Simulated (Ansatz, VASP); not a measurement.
**Te2Mo: VASP beside Ansatz**

```
CELL_PARAMETERS angstrom
3.46655 0.00000 0.00000
-1.73327 3.00212 0.00000
0.00000 0.00000 16.73142
ATOMIC_POSITIONS crystal
Te 0.33333 0.66667 0.89273
Te 0.33333 0.66667 0.10727
Mo 0.00000 0.00000 0.00000
```

Change from the starting cell: strain along c alone, the other axes held, atoms relaxed: -4.5 %.

Alike in both runs: functional LDA; k mesh 12 × 12 × 2; occupations gaussian, width 0.02 eV; no spin polarisation.

Ansatz relaxed the structure, and its values are those at the end. VASP's run is a single point on that final structure, the one shown.

|  | VASP | Ansatz |
| --- | --- | --- |
| version | VASP 6.6.1 | Ansatz 0.2.0 |
| potentials or method | VASP PAW LDA potentials, release 64 (Te, Mo_sv), cutoff 500 eV | scalar-relativistic, plane waves, PAW |
| valence electrons in the cell | 26 | 46 |

Ansatz gave:

- gap on the k mesh at the Fermi level (eV): 1.24
- least direct gap on the mesh (eV): 1.24
- rms of the force components (eV/Å): 0.001

Question: What did VASP give for the same quantities?

Answer: gap on the k mesh at the Fermi level (eV): 1.24; least direct gap on the mesh (eV): 1.24; rms of the force components (eV/Å): 0.029.

LDA's correlation is that of Perdew and Zunger in VASP and of Perdew and Wang (1992) in Ansatz. VASP's potentials hold 26 valence electrons a cell and Ansatz's 46, so a difference there can come from the potentials and not from the codes. Ansatz's warnings: stress scf threshold loose.

Spin-orbit coupling is off throughout.
